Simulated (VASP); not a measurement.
# HfN (P6_3/mmc) in VASP: further runs

Runs on HfN. Level: PBEsol. Tasks: single point.

Program: VASP 6.6.1. These are calculated values, not measurements. Logs are shortened: lines on timing, memory, paths and dates and some standing lists are left out, and cuts for length are marked.

### Step 1. The cell of the first run

The structure is hexagonal, space group P6_3/mmc (No. 194). The conventional cell has a = 3.112 Å, b = 3.112 Å, c = 5.499 Å, α = 90.00°, β = 90.00°, γ = 120.00°. Within 3.3 Å of Hf (site symmetry -6m2) lie 6 N at 2.26 Å and 12 Hf at 3.11 to 3.28 Å. Within 3.2 Å of N (site symmetry -3m) lie 6 Hf at 2.26 Å and 8 N at 2.75 to 3.11 Å.

### Step 2. Single point, PBEsol (uniaxial strain along c: +2.0 %)

Contents of INCAR:

```
SYSTEM = HfN
PREC     = Accurate       ! precision mode
ENCUT    = 520            ! plane-wave cutoff, eV
EDIFF    = 1E-6           ! SCF threshold, eV
ISMEAR   = 0              ! smearing method
SIGMA    = 0.1            ! smearing width, eV
LREAL    = .FALSE.        ! projectors in reciprocal space
LASPH    = .TRUE.         ! aspherical terms in the spheres
NELM     = 60             ! most SCF steps
ALGO     = Normal         ! electronic algorithm
ISIF     = 2              ! what is computed and relaxed
LWAVE    = .FALSE.        ! write WAVECAR
LCHARG   = .TRUE.         ! write CHGCAR
GGA      = PS             ! functional
LELF     = .TRUE.         ! ELF
LVHAR    = .TRUE.       
NBANDS   = 23             ! bands
```

Contents of KPOINTS:

```
regular mesh
0
G
  18 18 10
  0 0 0
```

Contents of POSCAR:

```
HfN
1.0
    3.1120687471      0.0000000000      0.0000000000
   -1.5560343736      2.6951305933      0.0000000000
    0.0000000000      0.0000000000      5.4987546130
Hf N
2 2
Direct
    0.6666666667      0.3333333333      0.7500000000
    0.3333333333      0.6666666667      0.2500000000
    0.0000000000      0.0000000000      0.0000000000
    0.0000000000      0.0000000000      0.5000000000
```

Potentials or basis: VASP PAW PBE potentials, release 64 (Hf_pv, N).

Run with:

```sh
> cat potpaw_PBE.64/Hf_pv/POTCAR potpaw_PBE.64/N/POTCAR > POTCAR
> mpirun -np 1 vasp_std > vasp.out
```

OUTCAR:

```text
SYSTEM = HfN
   PREC = Accurate
   ENCUT = 520
   EDIFF = 1E-6
   ISMEAR = 0
   LREAL = .FALSE.
   LASPH = .TRUE.
   NELM = 60
   ISIF = 2
   GGA = PS

 ion  position               nearest neighbor table
   1  0.667  0.333  0.750-   3 2.26   4 2.26   3 2.26   4 2.26   3 2.26   4 2.26   2 3.28   2 3.28
                             2 3.28   2 3.28   2 3.28   2 3.28
   2  0.333  0.667  0.250-   3 2.26   4 2.26   3 2.26   4 2.26   3 2.26   4 2.26   1 3.28   1 3.28
                             1 3.28   1 3.28   1 3.28   1 3.28
   3  0.000  0.000  0.000-   1 2.26   2 2.26   1 2.26   2 2.26   1 2.26   2 2.26
   4  0.000  0.000  0.500-   1 2.26   2 2.26   1 2.26   2 2.26   1 2.26   2 2.26

  LATTYP: Found a hexagonal cell.
 ALAT       =     3.1120687471
 C/A-ratio  =     1.7669129636

  Lattice vectors:

 A1 = (   3.1120687471,   0.0000000000,   0.0000000000)
 A2 = (  -1.5560343736,   2.6951305933,   0.0000000000)
 A3 = (   0.0000000000,   0.0000000000,   5.4987546130)

Analysis of symmetry for initial positions (statically):
=====================================================================
 Subroutine PRICEL returns:
 Original cell was already a primitive cell.

 Routine SETGRP: Setting up the symmetry group for a
 hexagonal supercell.

 Subroutine GETGRP returns: Found 24 space group operations
 (whereof 12 operations were pure point group operations)
 out of a pool of 24 trial point group operations.

The static configuration has the point symmetry D_3d.
 The point group associated with its full space group is D_6h.

Analysis of symmetry for dynamics (positions and initial velocities):
=====================================================================
 Subroutine PRICEL returns:
 Original cell was already a primitive cell.

 Routine SETGRP: Setting up the symmetry group for a
 hexagonal supercell.

 Subroutine GETGRP returns: Found 24 space group operations
 (whereof 12 operations were pure point group operations)
 out of a pool of 24 trial point group operations.

The dynamic configuration has the point symmetry D_3d.
 The point group associated with its full space group is D_6h.

 Subroutine INISYM returns: Found 24 space group operations
 (whereof 12 operations are pure point group operations),
 and found     1 'primitive' translations

----------------------------------------------------------------------------------------

                                     Primitive cell

  volume of cell :      46.1204
[... 93 lines left out ...]
   EDIFF  = 0.1E-05   stopping-criterion for ELM
   LREAL  =      F    real-space projection
   EDIFFG = 0.1E-04   stopping-criterion for IOM
   NSW    =      0    number of steps for IOM
   IBRION =     -1    ionic relax: 0-MD 1-quasi-New 2-CG
   NFREE  =      0    steps in history (QN), initial steepest desc. (CG)
   ISIF   =      2    stress and relaxation
   ISYM   =      2    0-nonsym 1-usesym 2-fastsym
   POTIM  = 0.5000    time-step for ionic-motion
   TEBEG  =    0.0;   TEEND  =   0.0 temperature during run
   PSTRESS=    0.0 pullay stress
   NELECT =      30.0000    total number of electrons
   NUPDOWN=      -1.0000    fix difference up-down
   EMIN   =  10.00;   EMAX   =-10.00  energy-range for DOS
   EFERMI =   0.00;   METHOD = LEGACY
   ISMEAR =     0;   SIGMA  =   0.10  broadening in eV -4-tet -1-fermi 0-gaus
   EFERMI_NEDOS =   21; number of points for ismear=-14 and -15
   IALGO  =     38    algorithm
   IMIX   =      4    mixing-type and parameters
     AMIX     =   0.40;   BMIX     =  1.00
     AMIX_MAG =   1.60;   BMIX_MAG =  1.00
  volume/ion in A,a.u.               =      11.53        77.81
  Fermi-wavevector in a.u.,A,eV,Ry     =   1.418461  2.680503 27.375361  2.012032
  Thomas-Fermi vector in A             =   2.539584
   LORBIT       =      0    0 simple, 1 ext, 2 COOP (PROOUT), +10 PAW based schemes
   GGA     = PS    functional components
   LHFCALC =     F    Hartree Fock is set to
   AEXX    =    0.0000 exact exchange contribution
   IVDW    =     0    specifies the selected vdW correction
   LEPSILON=     F    determine dielectric tensor
   LRPA    =     F    only Hartree local field effects (RPA)
 non-spin polarized calculation
 Gauss-broadening in eV      SIGMA  =   0.10
  energy-cutoff  :      520.00
  volume of cell :       46.12
 maximum number of plane-waves:      1275
 NGX is ok and might be reduce to    24
   NGX = 11   NGY = 11   NGZ = 21

 number of electron      29.9999991 magnetization

 Free energy of the ion-electron system (eV)
  ---------------------------------------------------
  ext. energy  EPLUGINS =         0.00000000
  ---------------------------------------------------
  free energy    TOTEN  =       -45.83742839 eV

  energy without entropy =      -45.83366363  energy(sigma->0) =      -45.83554601

 E-fermi :   7.6933     XC(G=0): -12.8986

 val. band max:        7.6785313481   @ k =   0.1667   0.0000   0.0000
 cond. band min:       7.7100630876   @ k =   0.1111   0.0556   0.1000
 fundamental gap:      0.0315317395
 Fermi energy:         7.6933460110

 k-point     1 :       0.0000    0.0000    0.0000
  band No.  band energies     occupation
      1     -23.8775      2.00000
      2     -23.0481      2.00000
      3     -22.9041      2.00000
      4     -22.9041      2.00000
      5     -22.8511      2.00000
      6     -22.8511      2.00000
[... 613 lines left out ...]
     22      14.2148      0.00000
     23      15.0752      0.00000

 [... further k-points ...]

------------------------ aborting loop because EDIFF is reached ----------------------------------------

  FORCE on cell =-STRESS in cart. coord.  units (eV):
  Direction    XX          YY          ZZ          XY          YZ          ZX
  --------------------------------------------------------------------------------------
  -------------------------------------------------------------------------------------
  Total       -0.3803992     -0.3803992     -3.3569680      0.0000000      0.0000000      0.0000000
  in kB      -13.2146850    -13.2146850   -116.6176941      0.0000000      0.0000000      0.0000000
  external PRESSURE =     -47.6823547 kB  Pullay stress =       0.0000000 kB

 VOLUME and BASIS-vectors are now :
 -----------------------------------------------------------------------------
  energy-cutoff  :      520.00
  volume of cell :       46.12
      direct lattice vectors                 reciprocal lattice vectors
     3.112068747  0.000000000  0.000000000     0.321329662  0.185519767  0.000000000
    -1.556034374  2.695130593  0.000000000     0.000000000  0.371039534  0.000000000
     0.000000000  0.000000000  5.498754613     0.000000000  0.000000000  0.181859361

 POSITION                                       TOTAL-FORCE (eV/Angst)
 -----------------------------------------------------------------------------------
      1.55603      0.89838      4.12407        -0.000000     -0.000000      0.000000
     -0.00000      1.79675      1.37469         0.000000      0.000000      0.000000
      0.00000      0.00000      0.00000        -0.000000      0.000000      0.000000
      0.00000      0.00000      2.74938        -0.000000      0.000000      0.000000
 -----------------------------------------------------------------------------------
    total drift:                               -0.000000      0.000000     -0.000000

  FREE ENERGIE OF THE ION-ELECTRON SYSTEM (eV)
  ---------------------------------------------------
  free  energy   TOTEN  =       -45.8374283949 eV

  energy  without entropy=      -45.8336636281  energy(sigma->0) =      -45.83554601
```

OSZICAR:

```text
N       E                     dE             d eps       ncg     rms          rms(c)
DAV:   1     0.109962119830E+03    0.10996E+03   -0.16564E+04 10220   0.131E+03
DAV:   2    -0.453027689840E+02   -0.15526E+03   -0.14753E+03 13347   0.314E+02
DAV:   3    -0.513322991137E+02   -0.60295E+01   -0.59741E+01 13321   0.494E+01
DAV:   4    -0.513822914058E+02   -0.49992E-01   -0.49953E-01 11656   0.492E+00
DAV:   5    -0.513828826300E+02   -0.59122E-03   -0.59111E-03 13766   0.443E-01    0.752E+01
DAV:   6    -0.460315668831E+02    0.53513E+01   -0.23982E+01 12451   0.253E+01    0.570E+01
DAV:   7    -0.458816813203E+02    0.14989E+00   -0.19556E+00 11932   0.835E+00    0.214E+01
DAV:   8    -0.458454521897E+02    0.36229E-01   -0.14317E-01 13412   0.239E+00    0.335E+00
DAV:   9    -0.458384439763E+02    0.70082E-02   -0.41945E-02 11733   0.116E+00    0.293E+00
DAV:  10    -0.458378329979E+02    0.61098E-03   -0.10330E-02 12533   0.615E-01    0.135E+00
DAV:  11    -0.458374261689E+02    0.40683E-03   -0.18146E-03 12652   0.264E-01    0.969E-02
DAV:  12    -0.458374291279E+02   -0.29590E-05   -0.88808E-05 12574   0.645E-02    0.137E-01
DAV:  13    -0.458374283949E+02    0.73305E-06   -0.72366E-06 11157   0.159E-02
   1 F= -.45837428E+02 E0= -.45835546E+02  d E =-.376477E-02
```

stdout:

```text
POSCAR found type information on POSCAR HfN
 POSCAR found :  2 types and       4 ions
 scaLAPACK will be used
 -----------------------------------------------------------------------------
|                                                                             |
|                                                                             |
|     You enforced a specific xc type in the INCAR file but a different       |
|     I HOPE YOU KNOW WHAT YOU ARE DOING!                                     |
|                                                                             |
 -----------------------------------------------------------------------------

 LDA part: xc-table for (Slater+PW92), standard interpolation
 POSCAR, INCAR and KPOINTS ok, starting setup
 FFT: planning ... GRIDC
 FFT: planning ... GRID_SOFT
 FFT: planning ... GRID
 WAVECAR not read
 entering main loop
```

It took 1.8 min on 1 thread of AMD EPYC 9R45 (Zen 5), shared host; peak memory 0.28 GiB.

Results:

| Quantity | Value |
| --- | --- |
| Free energy | -45.8374 eV |
| Pressure | -4.8 GPa |
| Band gap on the k mesh | zero (bands 15 and 16 overlap by 2.20 eV) |

Caveat: the cell differs from its parent crystal (uniaxial strain along c: +2.0 %); the stress differs along the axes, from -12 to -1 GPa; the PAW data sets were made with another functional, which shifts forces and pressure a little; spin-orbit coupling is left out, which moves the levels of the heavy elements.

### Step 3. Single point, PBEsol (uniaxial strain along c: +4.0 %)

Contents of INCAR:

```
ALGO     = Normal         # electronic algorithm
EDIFF    = 1E-6           # SCF threshold, eV
ENCUT    = 520            # plane-wave cutoff, eV
GGA      = PS             # functional
ISIF     = 2              # what is computed and relaxed
ISMEAR   = 0              # smearing method
LASPH    = True           # aspherical terms in the spheres
LCHARG   = False          # write CHGCAR
LREAL    = False          # projectors in reciprocal space
LWAVE    = False          # write WAVECAR
NBANDS   = 23             # bands
NELM     = 100            # most SCF steps
PREC     = Accurate       # precision mode
SIGMA    = 0.1            # smearing width, eV
```

Contents of KPOINTS:

```
k-points
0
Gamma
  18 18 10
```

Contents of POSCAR:

```
HfN
1.0
    3.0964302107      0.0000000000      0.0000000000
   -1.5482151053      2.6815872235      0.0000000000
    0.0000000000      0.0000000000      5.6065733309
Hf N
2 2
Direct
    0.6666666690      0.3333333310      0.7500000000
    0.3333333310      0.6666666690      0.2500000000
    0.0000000000      0.0000000000      0.0000000000
    0.0000000000      0.0000000000      0.5000000000
```

Potentials or basis: VASP PAW PBE potentials, release 64 (Hf_pv, N).

Run with:

```sh
> cat potpaw_PBE.64/Hf_pv/POTCAR potpaw_PBE.64/N/POTCAR > POTCAR
> mpirun -np 1 vasp_std > vasp.out
```

Wall time 1.8 min (1 thread of AMD EPYC 9R45 (Zen 5), shared host); peak memory 0.28 GiB.

Results (log left out):

| Item | Value |
| --- | --- |
| Free energy | -45.7492 eV |
| Pressure | -7.1 GPa |
| Band gap on the k mesh | zero (bands 15 and 16 overlap by 2.10 eV) |

Stress tensor (GPa, compression positive):
```
 -0.31   0.00   0.00
  0.00  -0.31   0.00
  0.00   0.00 -20.71
```

Levels at points of the mesh, in eV from the Fermi level:
| k point | band 13 | band 14 | band 15 | band 16 | band 17 | band 18 |
| --- | --- | --- | --- | --- | --- | --- |
| (0.00, 0.00, 0.00) | -3.24 | -1.96 | -1.07 | 0.81 | 0.81 | 1.45 |
| (0.50, 0.00, 0.00) | -2.95 | -2.69 | -2.67 | 2.12 | 2.80 | 4.50 |
| (0.00, 0.00, 0.50) | -3.96 | -3.96 | 1.65 | 1.65 | 2.79 | 2.79 |
| (0.50, 0.00, 0.50) | -4.17 | -4.17 | -0.24 | -0.24 | 5.03 | 5.03 |

Caveat: the cell differs from its parent crystal (uniaxial strain along c: +4.0 %); the stress differs along the axes, from -21 to -0 GPa; the PAW data sets were made with another functional, which shifts forces and pressure a little; spin-orbit coupling is left out, which moves the levels of the heavy elements.

### Step 4. Single point, PBEsol (uniaxial strain along c: +4.0 %, then relaxed in part)

Contents of INCAR:

```
PREC = Accurate
ENCUT = 520
EDIFF = 1E-6
ISMEAR = 0
SIGMA = 0.1
LREAL = False
LASPH = True
NELM = 80
ALGO = Normal
ISIF = 2
LWAVE = False
LCHARG = True
GGA = PS
LELF = True
LVHAR = True
NBANDS = 23
```

Contents of KPOINTS:

```
regular mesh
0
Gamma
  18 18 10
```

Contents of POSCAR:

```
HfN
1.0
    3.1043068437      0.0000000000      0.0000000000
   -1.5521534218      2.6884085878      0.0000000000
    0.0000000000      0.0000000000      5.6065733309
Hf N
2 2
Direct
    0.6666666657      0.3333333343      0.7500000000
    0.3333333343      0.6666666657      0.2500000000
    0.0000000000      0.0000000000      0.0000000000
    0.0000000000      0.0000000000      0.5000000000
```

Run with:

```sh
> cat potpaw_PBE.64/Hf_pv/POTCAR potpaw_PBE.64/N/POTCAR > POTCAR
> mpirun -np 1 vasp_std > vasp.out
```

Run time: 1.8 min. Hardware: 1 thread of AMD EPYC 9R45 (Zen 5), shared host; peak memory 0.29 GiB.

The run converged. Its results:

```
Free energy            : -45.7476 eV
Pressure               : -8.4 GPa
Band gap on the k mesh : zero (bands 15 and 16 overlap by 2.08 eV)
```

Stress tensor (GPa, compression positive):
```
 -1.99   0.00   0.00
  0.00  -1.99   0.00
  0.00   0.00 -21.20
```

Levels at points of the mesh, in eV from the Fermi level:
| k point | band 11 | band 12 | band 13 | band 14 | band 15 | band 16 | band 17 | band 18 | band 19 | band 20 |
| --- | --- | --- | --- | --- | --- | --- | --- | --- | --- | --- |
| (0.00, 0.00, 0.00) | -4.30 | -3.25 | -3.25 | -1.94 | -1.03 | 0.80 | 0.80 | 1.39 | 2.11 | 2.24 |
| (0.50, 0.00, 0.00) | -5.60 | -5.12 | -2.96 | -2.68 | -2.65 | 2.12 | 2.77 | 4.48 | 4.93 | 5.20 |
| (0.00, 0.00, 0.50) | -3.96 | -3.96 | -3.96 | -3.96 | 1.65 | 1.65 | 2.78 | 2.78 | 2.78 | 2.78 |
| (0.50, 0.00, 0.50) | -5.46 | -5.46 | -4.17 | -4.17 | -0.24 | -0.24 | 4.98 | 4.98 | 5.09 | 5.09 |

Caveat: the cell differs from its parent crystal (uniaxial strain along c: +4.0 %, then relaxed in part); the stress differs along the axes, from -21 to -2 GPa; the PAW data sets were made with another functional, which shifts forces and pressure a little; spin-orbit coupling is left out, which moves the levels of the heavy elements.

### Step 5. Overview

```tsv
cell	gap on the mesh (eV)	pressure (GPa)
a = 3.112, b = 3.112, c = 5.499 Å, angles 90.0, 90.0, 120.0°, 4 atoms	none	-4.8
a = 3.096, b = 3.096, c = 5.607 Å, angles 90.0, 90.0, 120.0°, 4 atoms	none	-7.1
a = 3.104, b = 3.104, c = 5.607 Å, angles 90.0, 90.0, 120.0°, 4 atoms	none	-8.4
```

Alike in all rows: task single point; level PBEsol; potentials or basis VASP PAW PBE potentials, release 64 (Hf_pv, N); no spin polarisation; k mesh 18 × 18 × 10; cutoff (eV) 520; smearing gaussian 0.1 eV.

Caveats: the PAW data sets were made with another functional, which shifts forces and pressure a little; spin-orbit coupling is left out, which moves the levels of the heavy elements; the stress differs along the axes, from -12 to -1 GPa (at least some runs); the stress differs along the axes, from -21 to -0 GPa (at least some runs); the stress differs along the axes, from -21 to -2 GPa (at least some runs).

Absolute energies hang on the potentials; compare differences alone.

The gap in the log of VASP goes by the Fermi energy; the results here count the filled bands.